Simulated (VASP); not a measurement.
# Mn (R-3m) in VASP: single point with PBE

Aim: the single point of Mn with PBE.

Everything below comes from runs of VASP 6.6.1. Logs are shortened: lines on timing, memory, paths and dates and some standing lists are left out, and cuts for length are marked.

**1. The cell of the first run**

The structure is trigonal, space group R-3m (No. 166). The conventional cell has a = 4.002 Å, b = 4.002 Å, c = 2.340 Å, α = 90.00°, β = 90.00°, γ = 120.00°. Mn (site symmetry -3m) has 14 Mn at 2.34 to 2.79 Å within 3.1 Å.

**2. Single point, PBE, collinear spin, ferromagnetic start**

INCAR reads:

```
PREC = Accurate ; ENCUT = 520
EDIFF = 1E-6 ; ISMEAR = 0
SIGMA = 0.1 ; LREAL = F
LASPH = T ; NELM = 150
ALGO = Normal ; ISIF = 2
LWAVE = F ; LCHARG = F
ISPIN = 2 ; MAGMOM = 0.42 0.42 0.42
LORBIT = 11 ; LMAXMIX = 4
GGA = PE ; NBANDS = 30
```

KPOINTS reads:

```
regular mesh
0
Gamma
  6 6 4
```

POSCAR reads:

```
Mn
1.0
    4.0017422729      0.0000000000      0.0000000000
   -2.0008711365      3.4656104678      0.0000000000
    0.0000000000      0.0000000000      2.3402002494
Mn
3
Direct
    0.3333335593      0.0000000000      0.3333333333
    0.0000000000      0.3333335593      0.6666666667
    0.6666664407      0.6666664407      0.0000000000
```

Potentials or basis: VASP PAW PBE potentials, release 64 (Mn_pv).

The run is started by

```bash
$ cat potpaw_PBE.64/Mn_pv/POTCAR > POTCAR
$ mpirun -np 1 vasp_std > vasp.out
```

OUTCAR:

```text
PREC = Accurate
   ENCUT = 520
   EDIFF = 1E-6
   ISMEAR = 0
   LREAL = F
   LASPH = T
   NELM = 150
   ISIF = 2
   ISPIN = 2
   LORBIT = 11
   GGA = PE

 ion  position               nearest neighbor table
   1  0.333  0.000  0.333-   3 2.44   3 2.44   2 2.44   2 2.44   3 2.44   2 2.44   2 2.79   2 2.79
                             3 2.79   3 2.79   2 2.79   3 2.79
   2  0.000  0.333  0.667-   3 2.44   3 2.44   1 2.44   1 2.44   3 2.44   1 2.44   1 2.79   1 2.79
                             3 2.79   3 2.79   1 2.79   3 2.79
   3  0.667  0.667  0.000-   2 2.44   2 2.44   1 2.44   1 2.44   1 2.44   2 2.44   2 2.79   1 2.79
                             2 2.79   1 2.79   1 2.79   2 2.79

  LATTYP: Found a hexagonal cell.
 ALAT       =     4.0017422729
 C/A-ratio  =     0.5847953441

  Lattice vectors:

 A1 = (   4.0017422729,   0.0000000000,   0.0000000000)
 A2 = (  -2.0008711365,   3.4656104678,   0.0000000000)
 A3 = (   0.0000000000,   0.0000000000,   2.3402002494)

Analysis of symmetry for initial positions (statically):
=====================================================================
 Subroutine PRICEL returns following result:

  LATTYP: Found a trigonal (rhomboedric) cell.
 ALAT       =     2.4385429621
 COS(alpha) =    -0.3465044967
[... 12 lines left out ...]
 Subroutine GETGRP returns: Found 12 space group operations
 (whereof  2 operations were pure point group operations)
 out of a pool of 24 trial point group operations.

The static configuration has the point symmetry C_2 .
 The point group associated with its full space group is D_3d.

Analysis of symmetry for dynamics (positions and initial velocities):
=====================================================================
 Subroutine PRICEL returns following result:

  LATTYP: Found a trigonal (rhomboedric) cell.
 ALAT       =     2.4385429621
 COS(alpha) =    -0.3465044967
[... 12 lines left out ...]
 Subroutine GETGRP returns: Found 12 space group operations
 (whereof  2 operations were pure point group operations)
 out of a pool of 24 trial point group operations.

The dynamic configuration has the point symmetry C_2 .
 The point group associated with its full space group is D_3d.

Analysis of structural, dynamic, and magnetic symmetry:
=====================================================================
 Subroutine PRICEL returns following result:

  LATTYP: Found a trigonal (rhomboedric) cell.
 ALAT       =     2.4385429621
 COS(alpha) =    -0.3465044967
[... 12 lines left out ...]
 Subroutine GETGRP returns: Found 12 space group operations
 (whereof  2 operations were pure point group operations)
 out of a pool of 24 trial point group operations.

The overall configuration has the point symmetry C_2 .
 The point group associated with its full space group is D_3d.

 Subroutine INISYM returns: Found 12 space group operations
 (whereof  2 operations are pure point group operations),
 and found     3 'primitive' translations

----------------------------------------------------------------------------------------

                                     Primitive cell

  volume of cell :      10.8183

  direct lattice vectors                    reciprocal lattice vectors
    -2.000872493  1.155204272  0.780066750    -0.249890817  0.144274921  0.427313859
    -0.000001356 -2.310406195  0.780066750    -0.000000169 -0.288549549  0.427313859
     2.000873849  1.155201923  0.780066749     0.249890986  0.144274628  0.427313859

  length of vectors
     2.438542962  2.438540736  2.438542962     0.515614010  0.515614174  0.515614010

  position of ions in fractional coordinates (direct lattice)
     0.000000226  0.333333107  0.666666667

  ion indices of the primitive-cell ions
   primitive index   ion index
                 1           1

----------------------------------------------------------------------------------------

 KPOINTS: regular mesh

Automatic generation of k-mesh.
 Grid dimensions read from file:
 generate k-points for:    6    6    4

 Generating k-lattice:

  Cartesian coordinates                     Fractional coordinates (reciprocal lattice)
     0.041648526  0.024045788  0.000000000     0.166666667  0.000000000  0.000000000
     0.000000000  0.048091575  0.000000000     0.000000000  0.166666667  0.000000000
     0.000000000  0.000000000  0.106828465     0.000000000  0.000000000  0.250000000

  Length of vectors
     0.048091575  0.048091575  0.106828465

  Shift w.r.t. Gamma in fractional coordinates (k-lattice)
     0.000000000  0.000000000  0.000000000

 Subroutine IBZKPT returns following result:
 ===========================================

 Found     24 irreducible k-points:

 Following reciprocal coordinates:
            Coordinates               Weight
  0.000000  0.000000  0.000000      1.000000
  0.166667  0.000000  0.000000      6.000000
  0.333333  0.000000  0.000000      6.000000
  0.500000  0.000000  0.000000      3.000000
  0.166667  0.166667  0.000000      6.000000
  0.333333  0.166667  0.000000     12.000000
[... 16 lines left out ...]
  0.333333  0.166667  0.500000     12.000000
  0.333333  0.333333  0.500000      2.000000
   k-points           NKPTS =     24   k-points in BZ     NKDIM =     24   number of bands    NBANDS=     30
   number of dos      NEDOS =    301   number of ions     NIONS =      3
   total plane-waves  NPLWV =  16200
   dimension x,y,z NGX =    30 NGY =   30 NGZ =   18
   dimension x,y,z NGXF=    60 NGYF=   60 NGZF=   36
   ions per type =               3
   NGX,Y,Z   is equivalent  to a cutoff of  12.46, 12.46, 12.79 a.u.
   NGXF,Y,Z  is equivalent  to a cutoff of  24.93, 24.93, 25.57 a.u.
 SYSTEM =  unknown system
   PREC   = accura    normal or accurate (medium, high low for compatibility)
   ISTART =      0    job   : 0-new  1-cont  2-samecut
   ICHARG =      2    charge: 1-file 2-atom 10-const
   ISPIN  =      2    spin polarized calculation?
   LNONCOLLINEAR =      F non collinear calculations
   LSORBIT =      F    spin-orbit coupling
   LASPH  =      T    aspherical Exc in radial PAW
   ENCUT  =  520.0 eV  38.22 Ry    6.18 a.u.   7.44  7.44  4.35*2*pi/ulx,y,z
   NELM   =    150;   NELMIN=  2; NELMDL= -5     # of ELM steps
   EDIFF  = 0.1E-05   stopping-criterion for ELM
   LREAL  =      F    real-space projection
[... 7 lines left out ...]
   TEBEG  =    0.0;   TEEND  =   0.0 temperature during run
   PSTRESS=    0.0 pullay stress
   NELECT =      39.0000    total number of electrons
   NUPDOWN=      -1.0000    fix difference up-down
   EMIN   =  10.00;   EMAX   =-10.00  energy-range for DOS
   EFERMI =   0.00;   METHOD = LEGACY
   ISMEAR =     0;   SIGMA  =   0.10  broadening in eV -4-tet -1-fermi 0-gaus
   EFERMI_NEDOS =   21; number of points for ismear=-14 and -15
   IALGO  =     38    algorithm
   IMIX   =      4    mixing-type and parameters
     AMIX     =   0.40;   BMIX     =  1.00
     AMIX_MAG =   1.60;   BMIX_MAG =  1.00
  volume/ion in A,a.u.               =      10.82        73.01
  Fermi-wavevector in a.u.,A,eV,Ry     =   1.740480  3.289031 41.215736  3.029271
  Thomas-Fermi vector in A             =   2.813121
   LORBIT       =     11    0 simple, 1 ext, 2 COOP (PROOUT), +10 PAW based schemes
   GGA     = PE    functional components
   LHFCALC =     F    Hartree Fock is set to
   AEXX    =    0.0000 exact exchange contribution
   IVDW    =     0    specifies the selected vdW correction
   LEPSILON=     F    determine dielectric tensor
   LRPA    =     F    only Hartree local field effects (RPA)
 spin polarized calculation
 Gauss-broadening in eV      SIGMA  =   0.10
  energy-cutoff  :      520.00
  volume of cell :       32.46
 maximum number of plane-waves:       903
 NGX is ok and might be reduce to    30
   NGX = 15   NGY = 15   NGZ =  9

 number of electron      38.9999964 magnetization      -0.0672019

 number of electron      38.9999964 magnetization       0.0067009

 Free energy of the ion-electron system (eV)
  ---------------------------------------------------
  ext. energy  EPLUGINS =         0.00000000
  ---------------------------------------------------
  free energy    TOTEN  =       -26.47417327 eV

  energy without entropy =      -26.44450956  energy(sigma->0) =      -26.45934141

 E-fermi :  10.7605     XC(G=0): -13.9806

 val. band max:       10.7551216579   @ k =   0.3333   0.0000   0.5000
 cond. band min:      10.7690829500   @ k =   0.5000   0.0000   0.2500
 fundamental gap:      0.0139612921
 Fermi energy:        10.7604790334

 spin component 1

 k-point     1 :       0.0000    0.0000    0.0000
  band No.  band energies     occupation
      1     -37.7759      1.00000
      2     -37.7759      1.00000
      3     -37.7759      1.00000
      4     -37.7759      1.00000
      5     -37.2949      1.00000
      6     -37.2949      1.00000
[... 781 lines left out ...]
     29      20.3291      0.00000
     30      20.3291      0.00000
 Fermi energy:        10.7604790334

 spin component 2

 k-point     1 :       0.0000    0.0000    0.0000
  band No.  band energies     occupation
      1     -37.7732      1.00000
      2     -37.7732      1.00000
      3     -37.7732      1.00000
      4     -37.7732      1.00000
      5     -37.2922      1.00000
      6     -37.2921      1.00000
[... 781 lines left out ...]
     29      20.3304      0.00000
     30      20.3304      0.00000

------------------------ aborting loop because EDIFF is reached ----------------------------------------

  FORCE on cell =-STRESS in cart. coord.  units (eV):
  Direction    XX          YY          ZZ          XY          YZ          ZX
  --------------------------------------------------------------------------------------
  -------------------------------------------------------------------------------------
  Total       -0.0439483     -0.0439483     -0.0290733      0.0000000      0.0000000     -0.0000000
  in kB       -2.1695578     -2.1695578     -1.4352342      0.0000000      0.0000000     -0.0000000
  external PRESSURE =      -1.9247833 kB  Pullay stress =       0.0000000 kB

 VOLUME and BASIS-vectors are now :
 -----------------------------------------------------------------------------
  energy-cutoff  :      520.00
  volume of cell :       32.46
      direct lattice vectors                 reciprocal lattice vectors
     4.001742273  0.000000000  0.000000000     0.249891155  0.144274726  0.000000000
    -2.000871136  3.465610468  0.000000000     0.000000000  0.288549452  0.000000000
     0.000000000  0.000000000  2.340200249     0.000000000  0.000000000  0.427313859

 POSITION                                       TOTAL-FORCE (eV/Angst)
 -----------------------------------------------------------------------------------
      1.33391      0.00000      0.78007        -0.000000      0.000000      0.000000
     -0.66696      1.15520      1.56013         0.000000      0.000000     -0.000000
      1.33391      2.31041      0.00000         0.000000     -0.000000      0.000000
 -----------------------------------------------------------------------------------
    total drift:                               -0.000083      0.000143     -0.000009

  FREE ENERGIE OF THE ION-ELECTRON SYSTEM (eV)
  ---------------------------------------------------
  free  energy   TOTEN  =       -26.4741732653 eV

  energy  without entropy=      -26.4445095600  energy(sigma->0) =      -26.45934141

 total charge

# of ion       s       p       d       tot
------------------------------------------
    1        0.417   6.407   5.140  11.964
    2        0.417   6.407   5.140  11.964
    3        0.417   6.407   5.140  11.964
--------------------------------------------------
tot          1.251  19.220  15.421  35.892

 magnetization (x)

# of ion       s       p       d       tot
------------------------------------------
    1       -0.000  -0.000   0.002   0.002
    2       -0.000  -0.000   0.002   0.002
    3       -0.000  -0.000   0.002   0.002
--------------------------------------------------
tot         -0.000  -0.000   0.007   0.007
```

It took 31 s on 1 thread of AMD EPYC 9R45 (Zen 5), shared host; peak memory 0.13 GiB.

Results:

- Free energy: -26.4742 eV
- Pressure: -0.2 GPa
- Net moment: 0.01 μB per cell
- Valence electrons inside the program's atomic spheres: Mn 11.96

Caveat: the k points lie up to 0.67 Å⁻¹ apart.
